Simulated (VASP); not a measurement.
# BeS (Fm-3m) in VASP: further runs

The runs below take BeS through single point, with r2SCAN, PBEsol, HSE06.

Everything below comes from runs of VASP 6.6.1. Logs are shortened: lines on timing, memory, paths and dates and some standing lists are left out, and cuts for length are marked.

## 1. The cell of the first run

Symmetry: Fm-3m, No. 225, cubic system. The conventional cell has a = 4.635 Å, b = 4.635 Å, c = 4.635 Å, α = 90.00°, β = 90.00°, γ = 90.00°. Be (site symmetry m-3m) has 6 S at 2.32 Å within 3.1 Å. S (site symmetry m-3m) has 6 Be at 2.32 Å within 3.1 Å.

## 2. Single point, r2SCAN

POSCAR reads:

```
BeS
1.0
    0.0000000000      2.3172971969      2.3172971969
    2.3172971969      0.0000000000      2.3172971969
    2.3172971969      2.3172971969      0.0000000000
Be S
1 1
Direct
    0.0000000000      0.0000000000      0.0000000000
    0.5000000000      0.5000000000      0.5000000000
```

INCAR.step1 reads:

```
SYSTEM = BeS
PREC = Accurate ; ENCUT = 520
ISMEAR = 0 ; SIGMA = 0.01
LREAL = .FALSE. ; LASPH = .TRUE.
NELM = 100 ; NBANDS = 11
GGA = PE ; ALGO = Normal
EDIFF = 1E-4 ; LWAVE = .TRUE.
LCHARG = .FALSE.
```

INCAR.step2 reads:

```
SYSTEM = BeS
PREC = Accurate ; ENCUT = 520
EDIFF = 1E-7 ; ISMEAR = 0
SIGMA = 0.01 ; LREAL = .FALSE.
LASPH = .TRUE. ; NELM = 100
ALGO = Normal ; ISIF = 2
LWAVE = .FALSE. ; LCHARG = .FALSE.
METAGGA = R2SCAN ; LMIXTAU = .TRUE.
NBANDS = 11 ; ISTART = 1
```

KPOINTS reads:

```
regular mesh
0
G
  6 6 6
  0 0 0
```

Potentials or basis: VASP PAW PBE potentials, release 64 (Be, S).

Command:

```bash
cat potpaw_PBE.64/Be/POTCAR potpaw_PBE.64/S/POTCAR > POTCAR
cp INCAR.step1 INCAR
mpirun -np 1 vasp_std > vasp.out
cp INCAR.step2 INCAR
mpirun -np 1 vasp_std > vasp.out
```

OUTCAR:

```text
SYSTEM = BeS
   PREC = Accurate
   ENCUT = 520
   EDIFF = 1E-7
   ISMEAR = 0
   LREAL = .FALSE.
   LASPH = .TRUE.
   NELM = 100
   ISIF = 2
   METAGGA = R2SCAN
   ISTART = 1

 ion  position               nearest neighbor table
   1  0.000  0.000  0.000-   2 2.32   2 2.32   2 2.32   2 2.32   2 2.32   2 2.32
   2  0.500  0.500  0.500-   1 2.32   1 2.32   1 2.32   1 2.32   1 2.32   1 2.32

  LATTYP: Found a face centered cubic cell.
 ALAT       =     4.6345943938

  Lattice vectors:

 A1 = (   0.0000000000,   2.3172971969,   2.3172971969)
 A2 = (   2.3172971969,   0.0000000000,   2.3172971969)
 A3 = (   2.3172971969,   2.3172971969,   0.0000000000)

Analysis of symmetry for initial positions (statically):
=====================================================================
 Subroutine PRICEL returns:
 Original cell was already a primitive cell.

 Routine SETGRP: Setting up the symmetry group for a
 face centered cubic supercell.

 Subroutine GETGRP returns: Found 48 space group operations
 (whereof 48 operations were pure point group operations)
 out of a pool of 48 trial point group operations.

The static configuration has the point symmetry O_h .

Analysis of symmetry for dynamics (positions and initial velocities):
=====================================================================
 Subroutine PRICEL returns:
 Original cell was already a primitive cell.

 Routine SETGRP: Setting up the symmetry group for a
 face centered cubic supercell.

 Subroutine GETGRP returns: Found 48 space group operations
 (whereof 48 operations were pure point group operations)
 out of a pool of 48 trial point group operations.

The dynamic configuration has the point symmetry O_h .

 Subroutine INISYM returns: Found 48 space group operations
 (whereof 48 operations are pure point group operations),
 and found     1 'primitive' translations

----------------------------------------------------------------------------------------

                                     Primitive cell

  volume of cell :      24.8872

  direct lattice vectors                    reciprocal lattice vectors
     0.000000000  2.317297197  2.317297197    -0.215768612  0.215768612  0.215768612
     2.317297197  0.000000000  2.317297197     0.215768612 -0.215768612  0.215768612
     2.317297197  2.317297197  0.000000000     0.215768612  0.215768612 -0.215768612

  length of vectors
     3.277153124  3.277153124  3.277153124     0.373722199  0.373722199  0.373722199

  position of ions in fractional coordinates (direct lattice)
     0.000000000  0.000000000  0.000000000
     0.500000000  0.500000000  0.500000000

  ion indices of the primitive-cell ions
   primitive index   ion index
                 1           1
                 2           2

----------------------------------------------------------------------------------------

 KPOINTS: regular mesh

Automatic generation of k-mesh.
 Grid dimensions read from file:
 generate k-points for:    6    6    6

 Generating k-lattice:

  Cartesian coordinates                     Fractional coordinates (reciprocal lattice)
    -0.035961435  0.035961435  0.035961435     0.166666667  0.000000000  0.000000000
     0.035961435 -0.035961435  0.035961435     0.000000000  0.166666667  0.000000000
     0.035961435  0.035961435 -0.035961435     0.000000000  0.000000000  0.166666667

  Length of vectors
     0.062287033  0.062287033  0.062287033

  Shift w.r.t. Gamma in fractional coordinates (k-lattice)
     0.000000000  0.000000000  0.000000000

 Subroutine IBZKPT returns following result:
 ===========================================

 Found     16 irreducible k-points:

 Following reciprocal coordinates:
            Coordinates               Weight
  0.000000  0.000000  0.000000      1.000000
  0.166667  0.000000  0.000000      8.000000
  0.333333  0.000000  0.000000      8.000000
  0.500000  0.000000  0.000000      4.000000
  0.166667  0.166667  0.000000      6.000000
  0.333333  0.166667  0.000000     24.000000
[... 8 lines left out ...]
 -0.333333  0.333333  0.166667     24.000000
 -0.333333  0.500000  0.166667     12.000000
   k-points           NKPTS =     16   k-points in BZ     NKDIM =     16   number of bands    NBANDS=     11
   number of dos      NEDOS =    301   number of ions     NIONS =      2
   total plane-waves  NPLWV =  13824
   dimension x,y,z NGX =    24 NGY =   24 NGZ =   24
   dimension x,y,z NGXF=    48 NGYF=   48 NGZF=   48
   ions per type =               1   1
   NGX,Y,Z   is equivalent  to a cutoff of  12.17, 12.17, 12.17 a.u.
   NGXF,Y,Z  is equivalent  to a cutoff of  24.35, 24.35, 24.35 a.u.
 SYSTEM =  BeS
   PREC   = accura    normal or accurate (medium, high low for compatibility)
   ISTART =      1    job   : 0-new  1-cont  2-samecut
   ICHARG =      0    charge: 1-file 2-atom 10-const
   ISPIN  =      1    spin polarized calculation?
   LNONCOLLINEAR =      F non collinear calculations
   LSORBIT =      F    spin-orbit coupling
   LASPH  =      T    aspherical Exc in radial PAW
   ENCUT  =  520.0 eV  38.22 Ry    6.18 a.u.   6.09  6.09  6.09*2*pi/ulx,y,z
   NELM   =    100;   NELMIN=  2; NELMDL=  0     # of ELM steps
   EDIFF  = 0.1E-06   stopping-criterion for ELM
   LREAL  =      F    real-space projection
   EDIFFG = 0.1E-05   stopping-criterion for IOM
   NSW    =      0    number of steps for IOM
   IBRION =     -1    ionic relax: 0-MD 1-quasi-New 2-CG
   NFREE  =      0    steps in history (QN), initial steepest desc. (CG)
   ISIF   =      2    stress and relaxation
   ISYM   =      2    0-nonsym 1-usesym 2-fastsym
   POTIM  = 0.5000    time-step for ionic-motion
   TEBEG  =    0.0;   TEEND  =   0.0 temperature during run
   PSTRESS=    0.0 pullay stress
   NELECT =       8.0000    total number of electrons
   NUPDOWN=      -1.0000    fix difference up-down
   EMIN   =  10.00;   EMAX   =-10.00  energy-range for DOS
   EFERMI =   0.00;   METHOD = LEGACY
   ISMEAR =     0;   SIGMA  =   0.01  broadening in eV -4-tet -1-fermi 0-gaus
   EFERMI_NEDOS =   21; number of points for ismear=-14 and -15
   IALGO  =     38    algorithm
   IMIX   =      4    mixing-type and parameters
     AMIX     =   0.40;   BMIX     =  1.00
     AMIX_MAG =   1.60;   BMIX_MAG =  1.00
  volume/ion in A,a.u.               =      12.44        83.97
  Fermi-wavevector in a.u.,A,eV,Ry     =   1.121450  2.119232 17.111356  1.257649
  Thomas-Fermi vector in A             =   2.258103
   LORBIT       =      0    0 simple, 1 ext, 2 COOP (PROOUT), +10 PAW based schemes
   METAGGA = R2SCAN    functional components
   LHFCALC =     F    Hartree Fock is set to
   AEXX    =    0.0000 exact exchange contribution
   IVDW    =     0    specifies the selected vdW correction
   LEPSILON=     F    determine dielectric tensor
   LRPA    =     F    only Hartree local field effects (RPA)
 non-spin polarized calculation
 Gauss-broadening in eV      SIGMA  =   0.01
  energy-cutoff  :      520.00
  volume of cell :       24.89
 maximum number of plane-waves:       692
   NGX = 13   NGY = 13   NGZ = 13

 number of electron       7.9999998 magnetization

 Free energy of the ion-electron system (eV)
  ---------------------------------------------------
  ext. energy  EPLUGINS =         0.00000000
  ---------------------------------------------------
  free energy    TOTEN  =       -13.53895961 eV

  energy without entropy =      -13.53895961  energy(sigma->0) =      -13.53895961

 E-fermi :   6.4852     XC(G=0): -11.0872

 val. band max:        6.4369891728   @ k =  -0.1667   0.1667   0.0000
 cond. band min:       7.7837988003   @ k =   0.5000   0.5000   0.0000
 fundamental gap:      1.3468096275
 Fermi energy:         6.4851998443

 k-point     1 :       0.0000    0.0000    0.0000
  band No.  band energies     occupation
      1      -9.3005      2.00000
      2       6.1753      2.00000
      3       6.1753      2.00000
      4       6.1753      2.00000
      5      12.6469      0.00000
      6      15.8270      0.00000
      7      15.8270      0.00000
      8      15.8270      0.00000
      9      17.0960      0.00000
     10      17.0960      0.00000
     11      17.0960      0.00000

 k-point     2 :       0.1667    0.0000    0.0000
  band No.  band energies     occupation
      1      -8.8769      2.00000
      2       3.9872      2.00000
      3       6.0622      2.00000
      4       6.0622      2.00000
      5      12.9422      0.00000
      6      14.1726      0.00000
      7      14.1726      0.00000
      8      15.9543      0.00000
      9      17.0784      0.00000
     10      17.0784      0.00000
     11      17.7900      0.00000

 k-point     3 :       0.3333    0.0000    0.0000
  band No.  band energies     occupation
      1      -7.7692      2.00000
      2       0.6694      2.00000
      3       5.9300      2.00000
      4       5.9300      2.00000
      5      11.7801      0.00000
      6      11.7995      0.00000
      7      11.7995      0.00000
      8      17.4740      0.00000
      9      19.8802      0.00000
     10      19.9814      0.00000
     11      19.9814      0.00000

 k-point     4 :       0.5000    0.0000    0.0000
  band No.  band energies     occupation
      1      -6.9395      2.00000
      2      -0.9949      2.00000
      3       5.9117      2.00000
      4       5.9117      2.00000
      5      10.9214      0.00000
      6      10.9214      0.00000
      7      11.2887      0.00000
      8      17.6305      0.00000
      9      22.7809      0.00000
     10      22.7809      0.00000
     11      23.5594      0.00000
[... 127 lines left out ...]
 k-point    14 :       0.5000    0.3333    0.1667
  band No.  band energies     occupation
      1      -6.8481      2.00000
      2       0.9336      2.00000
      3       2.4546      2.00000
      4       4.2436      2.00000
      5      10.4976      0.00000
      6      13.2947      0.00000
      7      14.5223      0.00000
      8      17.7330      0.00000
      9      18.8346      0.00000
     10      23.1407      0.00000
     11      23.2202      0.00000

 k-point    15 :      -0.3333    0.3333    0.1667
  band No.  band energies     occupation
      1      -6.1657      2.00000
      2       0.0887      2.00000
      3       1.8686      2.00000
      4       3.5687      2.00000
      5      11.4515      0.00000
      6      12.1061      0.00000
      7      16.3806      0.00000
      8      17.4842      0.00000
      9      19.9972      0.00000
     10      20.3780      0.00000
     11      24.6310      0.00000

 k-point    16 :      -0.3333    0.5000    0.1667
  band No.  band energies     occupation
      1      -5.8335      2.00000
      2       0.1384      2.00000
      3       1.8494      2.00000
      4       2.5678      2.00000
      5      10.0271      0.00000
      6      13.9696      0.00000
      7      14.8402      0.00000
      8      18.9761      0.00000
      9      20.0926      0.00000
     10      22.3008      0.00000
     11      25.4570      0.00000

------------------------ aborting loop because EDIFF is reached ----------------------------------------

  FORCE on cell =-STRESS in cart. coord.  units (eV):
  Direction    XX          YY          ZZ          XY          YZ          ZX
  --------------------------------------------------------------------------------------
  -------------------------------------------------------------------------------------
  Total        0.0087409      0.0087409      0.0087409      0.0000000     -0.0000000      0.0000000
  in kB        0.5627190      0.5627190      0.5627190      0.0000000     -0.0000000      0.0000000
  external PRESSURE =       0.5627190 kB  Pullay stress =       0.0000000 kB

 VOLUME and BASIS-vectors are now :
 -----------------------------------------------------------------------------
  energy-cutoff  :      520.00
  volume of cell :       24.89
      direct lattice vectors                 reciprocal lattice vectors
     0.000000000  2.317297197  2.317297197    -0.215768612  0.215768612  0.215768612
     2.317297197  0.000000000  2.317297197     0.215768612 -0.215768612  0.215768612
     2.317297197  2.317297197  0.000000000     0.215768612  0.215768612 -0.215768612

 POSITION                                       TOTAL-FORCE (eV/Angst)
 -----------------------------------------------------------------------------------
      0.00000      0.00000      0.00000        -0.000000      0.000000      0.000000
      2.31730      2.31730      2.31730         0.000000     -0.000000      0.000000
 -----------------------------------------------------------------------------------
    total drift:                               -0.000000     -0.000000      0.000000

  FREE ENERGIE OF THE ION-ELECTRON SYSTEM (eV)
  ---------------------------------------------------
  free  energy   TOTEN  =       -13.5389596099 eV

  energy  without entropy=      -13.5389596099  energy(sigma->0) =      -13.53895961
```

Wall time 28 s (1 thread of Intel Xeon 8259CL, shared host); peak memory 0.13 GiB.

Results:

- Free energy: -13.5390 eV
- Pressure: 0.1 GPa
- Band gap on the k mesh: 1.35 eV, indirect (least direct gap 4.59 eV)

Levels at points of the mesh, in eV from the valence-band top:
```tsv
k point	band 1	band 2	band 3	band 4	band 5	band 6	band 7	band 8
(0.00, 0.00, 0.00)	-15.74	-0.26	-0.26	-0.26	6.21	9.39	9.39	9.39
(0.50, 0.00, 0.00)	-13.38	-7.43	-0.53	-0.53	4.48	4.48	4.85	11.19
(0.50, 0.50, 0.00)	-12.30	-6.94	-3.25	-3.25	1.35	4.86	12.98	12.98
```

Caveat: the PAW data sets were made with another functional, which shifts forces and pressure a little.

[end of part 1 of 2]
